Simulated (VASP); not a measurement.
Input of a VASP 6.6.1 run:

INCAR

```
  PREC = Accurate
  ENCUT = 600
  EDIFF = 1E-7
  ISMEAR = 0
  SIGMA = 0.1
  LREAL = F
  LASPH = T
  NELM = 100
  ALGO = Fast
  ISIF = 3
  LWAVE = F
  LCHARG = F
  GGA = PE
  IBRION = 2
  NSW = 100
  EDIFFG = -0.01
```

KPOINTS

```
Automatic mesh
0
Gamma
  8 8 8
```

File POSCAR:

```
CrGaPd3
1.0
    4.5894088397      0.0000000000      0.0000000000
    0.0000000000      4.5894088397      0.0000000000
    0.0000000000      0.0000000000      4.5894088397
Cr Ga Pd
1 1 3
Direct
    0.5000000000      0.5000000000      0.5000000000
    0.0000000000      0.0000000000      0.0000000000
    0.0000000000      0.5000000000      0.5000000000
    0.5000000000      0.0000000000      0.5000000000
    0.5000000000      0.5000000000      0.0000000000
```

Potentials or basis: VASP PAW PBE potentials, release 64 (Cr_pv, Ga_d, Pd).

The run is started by

```console
$ cat potpaw_PBE.64/Cr_pv/POTCAR potpaw_PBE.64/Ga_d/POTCAR potpaw_PBE.64/Pd/POTCAR > POTCAR
$ mpirun -np 1 vasp_std > vasp.out
```

Problem. Predict the relaxed volume.

Solution. 19.36 Å³/atom.

Problem. Estimate the band gap on the k mesh.

Solution. Zero (an odd number of electrons rules out a gap without spin polarisation).

Final structure:
```
Cr Ga Pd
1.0
     4.59166    0.00000    0.00000
     0.00000    4.59166    0.00000
     0.00000    0.00000    4.59166
Cr Ga Pd
1 1 3
Direct
  0.50000 0.50000 0.50000
  0.00000 0.00000 0.00000
  0.00000 0.50000 0.50000
  0.50000 0.00000 0.50000
  0.50000 0.50000 0.00000
```

Caveat: the run has no spin polarisation, though such a crystal can be magnetic. Spin polarisation is off, so any magnetic state and its effect on volume and gap are missing.
